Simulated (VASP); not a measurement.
# CdS (Cm) in VASP: single point with r2SCAN

Aim: the single point of CdS with r2SCAN.

Program: VASP 6.6.1. These are calculated values, not measurements. Logs are shortened: lines on timing, memory, paths and dates and some standing lists are left out, and cuts for length are marked.

## Step 1: The cell of the first run

Symmetry: Cm, No. 8, monoclinic system. The conventional cell has a = 7.128 Å, b = 4.115 Å, c = 4.115 Å, α = 90.00°, β = 125.26°, γ = 90.00°. Within 2.9 Å of Cd (site symmetry m) lie 4 S at 2.19 to 2.88 Å. S (site symmetry m) has 4 Cd at 2.19 to 2.88 Å within 2.9 Å.

## Step 2: Single point, r2SCAN (atom 2 (S) moved by (-0.300, -0.300) A along x and y)

Input file POSCAR:

```
CdS
1.0
    0.0000000000      2.9100000000      2.9100000000
    2.9100000000      0.0000000000      2.9100000000
    2.9100000000      2.9100000000      0.0000000000
Cd S
1 1
Direct
    0.0000000000      0.0000000000      0.0000000000
    0.7500000000      0.7500000000      0.6469072165
```

Input file INCAR.step1:

```
SYSTEM = CdS
PREC = Accurate
ENCUT = 520
ISMEAR = 0
SIGMA = 0.05
LREAL = .FALSE.
LASPH = .TRUE.
NELM = 100
NBANDS = 16
GGA = PE
ALGO = Normal
EDIFF = 1E-4
LWAVE = .TRUE.
LCHARG = .FALSE.
```

Input file INCAR.step2:

```
SYSTEM = CdS
PREC = Accurate
ENCUT = 520
EDIFF = 1E-6
ISMEAR = 0
SIGMA = 0.05
LREAL = .FALSE.
LASPH = .TRUE.
NELM = 100
ALGO = Normal
ISIF = 2
LWAVE = .FALSE.
LCHARG = .FALSE.
METAGGA = R2SCAN
LMIXTAU = .TRUE.
NBANDS = 16
ISTART = 1
```

Input file KPOINTS:

```
regular mesh
0
G
  8 8 8
  0 0 0
```

Potentials or basis: VASP PAW PBE potentials, release 64 (Cd, S).

Command:

```sh
> cat potpaw_PBE.64/Cd/POTCAR potpaw_PBE.64/S/POTCAR > POTCAR
> cp INCAR.step1 INCAR
> mpirun -np 1 vasp_std > vasp.out
> cp INCAR.step2 INCAR
> mpirun -np 1 vasp_std > vasp.out
```

OUTCAR:

```text
SYSTEM = CdS
   PREC = Accurate
   ENCUT = 520
   EDIFF = 1E-6
   ISMEAR = 0
   LREAL = .FALSE.
   LASPH = .TRUE.
   NELM = 100
   ISIF = 2
   METAGGA = R2SCAN
   ISTART = 1

 ion  position               nearest neighbor table
   1  0.000  0.000  0.000-   2 2.19   2 2.56   2 2.56   2 2.88
   2  0.750  0.750  0.647-   1 2.19   1 2.56   1 2.56   1 2.88

  LATTYP: Found a face centered cubic cell.
 ALAT       =     5.8200000000

  Lattice vectors:

 A1 = (   0.0000000000,   2.9100000000,   2.9100000000)
 A2 = (   2.9100000000,   0.0000000000,   2.9100000000)
 A3 = (   2.9100000000,   2.9100000000,   0.0000000000)

Analysis of symmetry for initial positions (statically):
[... 5 lines left out ...]
 face centered cubic supercell.

 Subroutine GETGRP returns: Found  2 space group operations
 (whereof  2 operations were pure point group operations)
 out of a pool of 48 trial point group operations.

The static configuration has the point symmetry C_1h.

Analysis of symmetry for dynamics (positions and initial velocities):
[... 5 lines left out ...]
 face centered cubic supercell.

 Subroutine GETGRP returns: Found  2 space group operations
 (whereof  2 operations were pure point group operations)
 out of a pool of 48 trial point group operations.

The dynamic configuration has the point symmetry C_1h.

 Subroutine INISYM returns: Found  2 space group operations
 (whereof  2 operations are pure point group operations),
 and found     1 'primitive' translations

----------------------------------------------------------------------------------------

                                     Primitive cell

  volume of cell :      49.2843

  direct lattice vectors                    reciprocal lattice vectors
     0.000000000  2.910000000  2.910000000    -0.171821306  0.171821306  0.171821306
     2.910000000  0.000000000  2.910000000     0.171821306 -0.171821306  0.171821306
     2.910000000  2.910000000  0.000000000     0.171821306  0.171821306 -0.171821306

  length of vectors
     4.115361467  4.115361467  4.115361467     0.297603232  0.297603232  0.297603232

  position of ions in fractional coordinates (direct lattice)
     0.000000000  0.000000000  0.000000000
     0.750000000  0.750000000  0.646907216

  ion indices of the primitive-cell ions
   primitive index   ion index
                 1           1
                 2           2

----------------------------------------------------------------------------------------

 KPOINTS: regular mesh

Automatic generation of k-mesh.
 Grid dimensions read from file:
 generate k-points for:    8    8    8

 Generating k-lattice:

  Cartesian coordinates                     Fractional coordinates (reciprocal lattice)
    -0.021477663  0.021477663  0.021477663     0.125000000  0.000000000  0.000000000
     0.021477663 -0.021477663  0.021477663     0.000000000  0.125000000  0.000000000
     0.021477663  0.021477663 -0.021477663     0.000000000  0.000000000  0.125000000

  Length of vectors
     0.037200404  0.037200404  0.037200404

  Shift w.r.t. Gamma in fractional coordinates (k-lattice)
     0.000000000  0.000000000  0.000000000

 Subroutine IBZKPT returns following result:
 ===========================================

 Found    150 irreducible k-points:

 Following reciprocal coordinates:
            Coordinates               Weight
  0.000000  0.000000  0.000000      1.000000
  0.125000  0.000000  0.000000      4.000000
  0.000000  0.000000  0.125000      2.000000
  0.125000  0.125000  0.125000      2.000000
  0.250000  0.000000  0.000000      4.000000
  0.000000  0.000000  0.250000      2.000000
[... 16 lines left out ...]
  0.375000  0.125000  0.000000      4.000000
  0.000000  0.375000  0.125000      4.000000
 [... further k-points ...]
   k-points           NKPTS =    150   k-points in BZ     NKDIM =    150   number of bands    NBANDS=     16
   number of dos      NEDOS =    301   number of ions     NIONS =      2
   total plane-waves  NPLWV =  32768
   dimension x,y,z NGX =    32 NGY =   32 NGZ =   32
   dimension x,y,z NGXF=    64 NGYF=   64 NGZF=   64
   ions per type =               1   1
   NGX,Y,Z   is equivalent  to a cutoff of  12.93, 12.93, 12.93 a.u.
   NGXF,Y,Z  is equivalent  to a cutoff of  25.85, 25.85, 25.85 a.u.
 SYSTEM =  CdS
   PREC   = accura    normal or accurate (medium, high low for compatibility)
   ISTART =      1    job   : 0-new  1-cont  2-samecut
   ICHARG =      0    charge: 1-file 2-atom 10-const
   ISPIN  =      1    spin polarized calculation?
   LNONCOLLINEAR =      F non collinear calculations
   LSORBIT =      F    spin-orbit coupling
   LASPH  =      T    aspherical Exc in radial PAW
   ENCUT  =  520.0 eV  38.22 Ry    6.18 a.u.   7.65  7.65  7.65*2*pi/ulx,y,z
   NELM   =    100;   NELMIN=  2; NELMDL=  0     # of ELM steps
   EDIFF  = 0.1E-05   stopping-criterion for ELM
   LREAL  =      F    real-space projection
   EDIFFG = 0.1E-04   stopping-criterion for IOM
   NSW    =      0    number of steps for IOM
   IBRION =     -1    ionic relax: 0-MD 1-quasi-New 2-CG
   NFREE  =      0    steps in history (QN), initial steepest desc. (CG)
   ISIF   =      2    stress and relaxation
   ISYM   =      2    0-nonsym 1-usesym 2-fastsym
   POTIM  = 0.5000    time-step for ionic-motion
   TEBEG  =    0.0;   TEEND  =   0.0 temperature during run
   PSTRESS=    0.0 pullay stress
   NELECT =      18.0000    total number of electrons
   NUPDOWN=      -1.0000    fix difference up-down
   EMIN   =  10.00;   EMAX   =-10.00  energy-range for DOS
   EFERMI =   0.00;   METHOD = LEGACY
   ISMEAR =     0;   SIGMA  =   0.05  broadening in eV -4-tet -1-fermi 0-gaus
   EFERMI_NEDOS =   21; number of points for ismear=-14 and -15
   IALGO  =     38    algorithm
   IMIX   =      4    mixing-type and parameters
     AMIX     =   0.40;   BMIX     =  1.00
     AMIX_MAG =   1.60;   BMIX_MAG =  1.00
  volume/ion in A,a.u.               =      24.64       166.29
  Fermi-wavevector in a.u.,A,eV,Ry     =   1.170207  2.211371 18.631605  1.369384
  Thomas-Fermi vector in A             =   2.306669
   LORBIT       =      0    0 simple, 1 ext, 2 COOP (PROOUT), +10 PAW based schemes
   METAGGA = R2SCAN    functional components
   LHFCALC =     F    Hartree Fock is set to
   AEXX    =    0.0000 exact exchange contribution
   IVDW    =     0    specifies the selected vdW correction
   LEPSILON=     F    determine dielectric tensor
   LRPA    =     F    only Hartree local field effects (RPA)
 non-spin polarized calculation
 Gauss-broadening in eV      SIGMA  =   0.05
  energy-cutoff  :      520.00
  volume of cell :       49.28
 maximum number of plane-waves:      1363
   NGX = 15   NGY = 15   NGZ = 15

 number of electron      18.0000004 magnetization

 Free energy of the ion-electron system (eV)
  ---------------------------------------------------
  ext. energy  EPLUGINS =         0.00000000
  ---------------------------------------------------
  free energy    TOTEN  =       -29.11505134 eV

  energy without entropy =      -29.11505134  energy(sigma->0) =      -29.11505134

 E-fermi :   1.5423     XC(G=0):  -9.7551

 val. band max:        1.2733182085   @ k =   0.0000   0.0000   0.0000
 cond. band min:       2.8659508390   @ k =   0.0000   0.0000   0.0000
 fundamental gap:      1.5926326305
 Fermi energy:         1.5422752483

 k-point     1 :       0.0000    0.0000    0.0000
  band No.  band energies     occupation
      1     -12.0912      2.00000
      2      -7.3364      2.00000
      3      -7.1410      2.00000
      4      -6.8095      2.00000
      5      -6.5759      2.00000
      6      -6.5419      2.00000
[... 8 lines left out ...]
     15      12.7481      0.00000
     16      13.0675      0.00000

 k-point     2 :       0.1250    0.0000    0.0000
  band No.  band energies     occupation
      1     -12.0260      2.00000
      2      -7.3273      2.00000
      3      -7.0795      2.00000
      4      -6.7981      2.00000
      5      -6.5717      2.00000
      6      -6.5360      2.00000
[... 8 lines left out ...]
     15      12.4224      0.00000
     16      13.4410      0.00000

 k-point     3 :       0.0000    0.0000    0.1250
  band No.  band energies     occupation
      1     -12.0132      2.00000
      2      -7.2993      2.00000
      3      -7.0852      2.00000
      4      -6.7706      2.00000
      5      -6.5862      2.00000
      6      -6.5511      2.00000
[... 8 lines left out ...]
     15      12.2087      0.00000
     16      13.5726      0.00000

 k-point     4 :       0.1250    0.1250    0.1250
  band No.  band energies     occupation
      1     -12.0394      2.00000
      2      -7.3200      2.00000
      3      -7.1398      2.00000
      4      -6.7646      2.00000
      5      -6.5658      2.00000
      6      -6.5339      2.00000
[... 8 lines left out ...]
     15      12.4835      0.00000
     16      13.5980      0.00000

 k-point     5 :       0.2500    0.0000    0.0000
  band No.  band energies     occupation
      1     -11.8665      2.00000
      2      -7.2789      2.00000
      3      -6.9685      2.00000
      4      -6.7274      2.00000
      5      -6.5643      2.00000
      6      -6.4907      2.00000
[... 8 lines left out ...]
     15      12.3540      0.00000
     16      12.8847      0.00000

 k-point     6 :       0.0000    0.0000    0.2500
  band No.  band energies     occupation
      1     -11.8211      2.00000
      2      -7.1569      2.00000
      3      -6.9439      2.00000
      4      -6.6948      2.00000
      5      -6.5797      2.00000
      6      -6.5728      2.00000
[... 8 lines left out ...]
     15      12.0754      0.00000
     16      12.9861      0.00000

 k-point     7 :       0.2500    0.2500    0.2500
  band No.  band energies     occupation
      1     -11.9135      2.00000
      2      -7.2847      2.00000
      3      -7.1401      2.00000
      4      -6.6563      2.00000
      5      -6.5104      2.00000
      6      -6.4886      2.00000
[... 8 lines left out ...]
     15      12.4398      0.00000
     16      12.7927      0.00000

 k-point     8 :       0.3750    0.0000    0.0000
  band No.  band energies     occupation
      1     -11.7051      2.00000
      2      -7.2035      2.00000
      3      -6.9389      2.00000
      4      -6.6140      2.00000
      5      -6.5197      2.00000
      6      -6.3250      2.00000
[... 8 lines left out ...]
     15      12.9678      0.00000
     16      13.6513      0.00000

 k-point     9 :       0.0000    0.0000    0.3750
  band No.  band energies     occupation
      1     -11.6249      2.00000
      2      -6.9197      2.00000
      3      -6.7938      2.00000
      4      -6.6773      2.00000
      5      -6.5914      2.00000
      6      -6.4366      2.00000
[... 8 lines left out ...]
     15      12.7914      0.00000
     16      13.4325      0.00000
[... 172 lines left out ...]
 k-point    19 :       0.1250    0.1250   -0.1250
  band No.  band energies     occupation
      1     -11.8319      2.00000
      2      -7.2003      2.00000
      3      -6.9390      2.00000
      4      -6.7667      2.00000
      5      -6.5651      2.00000
      6      -6.5448      2.00000
[... 8 lines left out ...]
     15      12.7518      0.00000
     16      14.2121      0.00000

 k-point    20 :       0.2500    0.1250    0.2500
  band No.  band energies     occupation
      1     -11.9065      2.00000
      2      -7.2795      2.00000
      3      -7.0734      2.00000
      4      -6.6768      2.00000
      5      -6.5627      2.00000
      6      -6.4891      2.00000
[... 8 lines left out ...]
     15      13.1735      0.00000
     16      14.1399      0.00000

 k-point    21 :       0.1250   -0.1250   -0.1250
  band No.  band energies     occupation
      1     -11.8739      2.00000
      2      -7.2641      2.00000
      3      -6.9469      2.00000
      4      -6.7320      2.00000
      5      -6.5694      2.00000
      6      -6.5296      2.00000
[... 8 lines left out ...]
     15      12.9141      0.00000
     16      14.0700      0.00000

 k-point    22 :       0.2500    0.2500    0.1250
  band No.  band energies     occupation
      1     -11.8964      2.00000
      2      -7.2973      2.00000
      3      -7.0795      2.00000
      4      -6.7545      2.00000
      5      -6.5016      2.00000
      6      -6.4824      2.00000
[... 8 lines left out ...]
     15      13.1862      0.00000
     16      14.1397      0.00000

 k-point    23 :       0.3750    0.1250    0.0000
  band No.  band energies     occupation
      1     -11.7026      2.00000
      2      -7.1836      2.00000
      3      -6.9385      2.00000
      4      -6.6811      2.00000
      5      -6.5412      2.00000
      6      -6.3406      2.00000
[... 8 lines left out ...]
     15      13.6198      0.00000
     16      13.9204      0.00000

 k-point    24 :       0.0000    0.3750    0.1250
  band No.  band energies     occupation
      1     -11.7311      2.00000
      2      -7.2696      2.00000
      3      -6.8860      2.00000
      4      -6.6860      2.00000
      5      -6.5132      2.00000
      6      -6.3391      2.00000
[... 8 lines left out ...]
     15      13.6312      0.00000
     16      14.0497      0.00000

 [... further k-points ...]
[... 5 lines left out ...]
  --------------------------------------------------------------------------------------
  -------------------------------------------------------------------------------------
  Total        1.7667632      1.7667632      3.1443214      1.7798418     -2.8622970     -2.8622982
  in kB       57.4354418     57.4354418    102.2182751     57.8606123    -93.0499867    -93.0500244
  external PRESSURE =      72.3630529 kB  Pullay stress =       0.0000000 kB

 VOLUME and BASIS-vectors are now :
 -----------------------------------------------------------------------------
  energy-cutoff  :      520.00
  volume of cell :       49.28
      direct lattice vectors                 reciprocal lattice vectors
     0.000000000  2.910000000  2.910000000    -0.171821306  0.171821306  0.171821306
     2.910000000  0.000000000  2.910000000     0.171821306 -0.171821306  0.171821306
     2.910000000  2.910000000  0.000000000     0.171821306  0.171821306 -0.171821306

 POSITION                                       TOTAL-FORCE (eV/Angst)
 -----------------------------------------------------------------------------------
      0.00000      0.00000      0.00000        -2.095810     -2.095810      2.115611
      4.06500      4.06500      4.36500         2.095810      2.095810     -2.115611
 -----------------------------------------------------------------------------------
    total drift:                               -0.000274     -0.000274      0.000229

  FREE ENERGIE OF THE ION-ELECTRON SYSTEM (eV)
  ---------------------------------------------------
  free  energy   TOTEN  =       -29.1150513434 eV

  energy  without entropy=      -29.1150513434  energy(sigma->0) =      -29.11505134
```

Run time: 2.8 min. Hardware: 1 thread of Intel Xeon Platinum 8559C (Emerald Rapids), shared host; peak memory 0.27 GiB.

Results:

```yaml
Free_energy: -29.1151 eV
Pressure: 7.2 GPa
Largest_force: 3.642 eV/Å
Band_gap_on_the_k_mesh: 1.59 eV, direct
```

Forces on the atoms (eV/Å):
```
Cd  -2.096 -2.096  2.116
S    2.096  2.096 -2.116
```

Caveat: the cell differs from its parent crystal (atom 2 (S) moved by (-0.300, -0.300) A along x and y); the PAW data sets were made with another functional, which shifts forces and pressure a little.
